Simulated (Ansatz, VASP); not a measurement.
**Si3Te in VASP and in Ansatz**

```
CELL_PARAMETERS angstrom
5.77433 0.00000 0.00000
-2.88717 5.00072 0.00000
0.00000 0.00000 2.76718
ATOMIC_POSITIONS crystal
Si 0.50000 0.00000 0.50000
Si 0.00000 0.50000 0.50000
Si 0.50000 0.50000 0.50000
Te 0.00000 0.00000 0.50000
```

Alike in both runs: functional PBE; k mesh 12 × 12 × 18; occupations gaussian, width 0.1 eV; no spin polarisation.

Ansatz relaxed the structure, and its values are those at the end. VASP's run is a single point on that final structure, the one shown.

```csv
,VASP,Ansatz
version,VASP 6.6.1,Ansatz 0.2.0
potentials or method,"VASP PAW PBE potentials, release 64 (Si, Te), cutoff 520 eV","scalar-relativistic, plane waves, PAW"
valence electrons in the cell,18,28
```

```csv
,VASP,Ansatz,Ansatz less VASP
gap on the k mesh at the Fermi level (eV),none,none,-
pressure (GPa),0.0,0.0,-0.01
```

A gap of «none» marks a metal or a gap that the smearing closes. The functional is the same, so the differences come from potentials, cutoffs and numerics. VASP's potentials hold 18 valence electrons a cell and Ansatz's 28, so a difference there can come from the potentials and not from the codes.

Neither program's run includes spin-orbit coupling.
